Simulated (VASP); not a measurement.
A run of VASP 6.6.1 is set up as follows.

The input INCAR:

```
  ALGO = Normal
  EDIFF = 1E-6
  ENCUT = 520
  GGA = PE
  ISIF = 2
  ISMEAR = 0
  LASPH = T
  LCHARG = T
  LELF = T
  LREAL = F
  LVHAR = T
  LWAVE = F
  NBANDS = 50
  NELM = 60
  PREC = Accurate
  SIGMA = 0.1
```

The input KPOINTS:

```
k-points
0
Gamma
  6 6 10
```

Contents of POSCAR:

```
SnPb3S4
1.0
    4.1370132639     -5.8493929198      0.0000000000
    4.1370132639      5.8493929198      0.0000000000
    0.0000000000      0.0000000000      4.1357121245
Sn Pb S
1 3 4
Direct
    0.0000000000      0.0000000000      0.5000000000
    0.0000000000      0.5000000000      0.0000000000
    0.5000000000      0.5000000000      0.5000000000
    0.5000000000      0.0000000000      0.0000000000
    0.7559620756      0.7559620756      0.0000000000
    0.7530778680      0.2469221320      0.5000000000
    0.2469221320      0.7530778680      0.5000000000
    0.2440379244      0.2440379244      0.0000000000
```

Potentials or basis: VASP PAW PBE potentials, release 64 (Sn_d, Pb_d, S).

The run is started by

```bash
$ cat potpaw_PBE.64/Sn_d/POTCAR potpaw_PBE.64/Pb_d/POTCAR potpaw_PBE.64/S/POTCAR > POTCAR
$ mpirun -np 1 vasp_std > vasp.out
```

Problem. Estimate the band gap on the k mesh.

Solution. 0.02 eV.

Problem. Predict the pressure.

Solution. 3.6 GPa.

Caveat: the cell stands under pressure; spin-orbit coupling is left out, which moves the levels of the heavy elements. A k mesh can miss the band edges.
